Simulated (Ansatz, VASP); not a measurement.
## Two plane-wave programs on Zn

The input INCAR:

```
SYSTEM = Zn
  PREC = Accurate
  ENCUT = 520
  EDIFF = 1E-6
  ISMEAR = 0
  SIGMA = 0.15
  LREAL = .FALSE.
  LASPH = .TRUE.
  NELM = 80
  ALGO = Fast
  ISIF = 2
  LWAVE = .FALSE.
  LCHARG = .FALSE.
  GGA = PE
  NBANDS = 12
```

File KPOINTS:

```
regular mesh
0
G
  22 22 22
  0 0 0
```

The input POSCAR:

```
Zn
1.0
    0.8885824202      2.5276301702      2.5276301702
    2.5276301702      0.8885824202      2.5276301702
    2.5276301702      2.5276301702      0.8885824202
Zn
1
Direct
    0.0000000000      0.0000000000      0.0000000000
```

Input for Ansatz:

```yaml
crystal:
  lattice:
    - [0.8885824202, 2.5276301702, 2.5276301702]
    - [2.5276301702, 0.8885824202, 2.5276301702]
    - [2.5276301702, 2.5276301702, 0.8885824202]
  atoms:
    - { symbol: Zn, position: [0.0, 0.0, 0.0] }
basis:
  ecutwfc: 520.0
kpoints:
  mp_grid: { grid: [22, 22, 22] }
hamiltonian:
  xc: pbe
scf:
  occupations: { method: gaussian, width: 0.15 }
output:
  forces: true
  stress: true
  eigenvalues: true
```

Alike in both runs: task single point; functional PBE; k mesh 22 × 22 × 22; occupations gaussian, width 0.15 eV; no spin polarisation.

```csv
,VASP,Ansatz
version,VASP 6.6.1,Ansatz 0.2.0
potentials or method,"VASP PAW PBE potentials, release 64 (Zn), cutoff 520 eV","scalar-relativistic, plane waves, PAW"
valence electrons in the cell,12,12
```

|  | VASP | Ansatz | Ansatz less VASP |
| --- | --- | --- | --- |
| gap on the k mesh at the Fermi level (eV) | none | none | - |
| pressure (GPa) | 26.9 | 26.2 | -0.74 |
| traceless stress, the component that is largest in VASP (GPa) | -15.67 | -15.31 | +0.357 |

A gap of «none» marks a metal or a gap that the smearing closes.
